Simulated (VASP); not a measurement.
Crystal: Bi.

```xyz
2
Lattice="2.2675 1.3091 3.9380 -2.2675 1.3091 3.9380 0.0000 -2.6183 3.9380" Properties=species:S:1:pos:R:3 pbc="T T T"
Bi    0.0000    0.0000    2.7645
Bi    0.0000    0.0000    9.0495
```

| Item | Value |
| --- | --- |
| Program | VASP 6.6.1 |
| Task | relaxation of volume and atoms at fixed shape |
| Functional | LDA |
| Potentials or basis | VASP PAW LDA potentials, release 64 (Bi_d) |
| Cutoff | 600 eV |
| k mesh | 6 × 6 × 6 |
| Occupations | fermi-dirac, width 0.05 eV |
| Spin | no spin polarisation |

At the start: pressure -1.4 GPa; volume 35.07 Å³/atom.

Question: Where does the relaxation end?

Answer: Over 10 steps the energy falls by 5.1 meV/atom and the volume is 33.86 Å³/atom (-3.5 %); space group R-3m (No. 166, to 0.05 Å).

The path:
| step | energy change (eV) | largest force (eV/Å) | pressure (GPa) | volume (Å³) |
| --- | --- | --- | --- | --- |
| 1 | 0.0000 | 0.0130 | -1.40 | 70.14 |
| 2 | -0.0052 | 0.1958 | 0.95 | 67.07 |
| 3 | -0.0086 | 0.1124 | -0.03 | 68.22 |
| 4 | -0.0086 | 0.1161 | -0.02 | 68.19 |
| 5 | -0.0085 | 0.1291 | 0.16 | 68.01 |
| 6 | -0.0086 | 0.1179 | 0.05 | 68.15 |
| 7 | -0.0096 | 0.0778 | 0.09 | 67.99 |
| 8 | -0.0101 | 0.0416 | 0.11 | 67.84 |
| 9 | -0.0101 | 0.0273 | 0.16 | 67.54 |
| 10 | -0.0103 | 0.0145 | 0.07 | 67.71 |

Final structure:
```xyz
2
Lattice="2.2410 1.2939 3.8920 -2.2410 1.2939 3.8920 0.0000 -2.5877 3.8920" Properties=species:S:1:pos:R:3 pbc="T T T"
Bi    0.0000    0.0000    2.7463
Bi    0.0000    0.0000    8.9298
```
